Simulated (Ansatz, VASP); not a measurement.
This is a calculation of MgS for VASP 6.6.1.

File POSCAR:

```
MgS
1.0
    3.6109100000      0.0000000000      0.0000000000
   -1.8054500000      3.1271400000      0.0000000000
    0.0000000000      0.0000000000      3.3052600000
Mg S
1 1
Direct
    0.0000000000      0.0000000000      0.5000000000
    0.6666700000      0.3333300000      0.0000000000
```

The input INCAR.step1:

```
PREC = Accurate
ENCUT = 600
EDIFF = 1E-5
ISMEAR = -1
SIGMA = 0.05
LREAL = False
LASPH = True
NELM = 100
ALGO = Normal
LWAVE = True
LCHARG = False
GGA = PE
NBANDS = 11
```

File INCAR.step2:

```
PREC = Accurate
ENCUT = 600
EDIFF = 1E-6
ISMEAR = -1
SIGMA = 0.05
LREAL = False
LASPH = True
NELM = 100
ALGO = Normal
ISIF = 3
LWAVE = False
LCHARG = False
GGA = PE
LHFCALC = True
HFSCREEN = 0.2079
PRECFOCK = Normal
IBRION = 2
NSW = 60
EDIFFG = -0.01
ISTART = 1
```

File KPOINTS:

```
Automatic mesh
0
Gamma
  5 5 4
```

Potentials or basis: VASP PAW PBE potentials, release 64 (Mg, S).

Command:

```console
$ cat potpaw_PBE.64/Mg/POTCAR potpaw_PBE.64/S/POTCAR > POTCAR
$ cp INCAR.step1 INCAR
$ mpirun -np 1 vasp_std > vasp.out
$ cp INCAR.step2 INCAR
$ mpirun -np 1 vasp_std > vasp.out
```

Problem. Set up the same calculation for Ansatz 0.2.0. Potentials there: Ansatz PAW.

Solution. As run (the cutoff follows the program's own potentials):

input

```
crystal:
  lattice:
    - [3.61091, 0.0, 0.0]
    - [-1.80545, 3.12714, 0.0]
    - [0.0, 0.0, 3.30526]
  atoms:
    - { symbol: Mg, position: [0.0, 0.0, 0.5] }
    - { symbol: S, position: [0.66667, 0.33333, 0.0] }
hamiltonian:
  xc: hse06
  pseudopotentials: { kind: paw }
kpoints:
  mp_grid: { grid: [5, 5, 4] }
scf:
  occupations: { method: fermi_dirac, width: 0.05 }
output:
  forces: true
  stress: true
  eigenvalues: true
relax:
  f_tol: 0.01
  max_steps: 40
  cell: { stress_tol: 0.05 }
```

Both were run:

|  | VASP | Ansatz | Ansatz less VASP |
| --- | --- | --- | --- |
| gap on the k mesh at the Fermi level, each at its own relaxed structure (eV) | 2.43 | 2.47 | +0.036 |
| relaxed volume (Å³/atom) | 18.27 | 18.34 | +0.071 |
| relaxed length of the cell vector where the two differ most in proportion (Å) | 3.582 | 3.587 | +0.0051 |

VASP's potentials hold 8 valence electrons a cell and Ansatz's 16, so a difference there can come from the potentials and not from the codes.

The k mesh is coarse, so the values compare programs but aren't converged. Noted on Ansatz's run: odd divisions of the mesh miss points on the zone boundary, where band edges often lie, so the gap on the mesh can be too wide; the plane-wave basis is chosen anew once the cell has moved, so the energies of steps on either side of that aren't comparable.
